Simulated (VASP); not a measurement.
Wanted: the native input for a VASP 6.6.1 run.

| Item | Value |
| --- | --- |
| Task | single point |
| Functional | PBE |
| Potentials or basis | VASP PAW PBE potentials, release 64 (C) |
| Cutoff | 600 eV |
| k mesh | 12 × 12 × 12 |
| Occupations | gaussian, width 0.02 eV |
| Spin | no spin polarisation |
| Dipole correction | no |
| Further INCAR settings | ALGO = Normal; EDIFF = 1e-06; NBANDS = 11 |

The structure of C lies in POSCAR:

```
C
1.0
    0.0000000000      1.7304930078      1.7304930078
    1.7304930078      0.0000000000      1.7304930078
    1.7304930078      1.7304930078      0.0000000000
C
2
Direct
    0.0000000000      0.0000000000      0.0000000000
    0.2500000000      0.2500000000      0.2500000000
```

This cell differs from its parent crystal: volume scaled by 0.91.

These files were run (other wordings do the same):

INCAR

```
SYSTEM = C
PREC = Accurate
ENCUT = 600
EDIFF = 1E-6
ISMEAR = 0
SIGMA = 0.02
LREAL = .False.
LASPH = .True.
NELM = 120
ALGO = Normal
ISIF = 2
LWAVE = .False.
LCHARG = .False.
GGA = PE
NBANDS = 11
GGA_COMPAT = .False.
```

KPOINTS

```
regular mesh
0
Gamma
  12 12 12
  0 0 0
```

Potentials or basis: VASP PAW PBE potentials, release 64 (C).

The run is started by

```sh
$ cat potpaw_PBE.64/C/POTCAR > POTCAR
$ mpirun -np 1 vasp_std > vasp.out
```

Results of the run:

| Property | Result |
| --- | --- |
| Pressure | 48.8 GPa |
| Band gap on the k mesh | 4.36 eV, indirect (least direct gap 5.84 eV) |

Run time: 11 s on 1 thread of Intel(R) Xeon(R) Platinum 8488C (Sapphire Rapids) (shared host), peak memory 0.12 GiB.
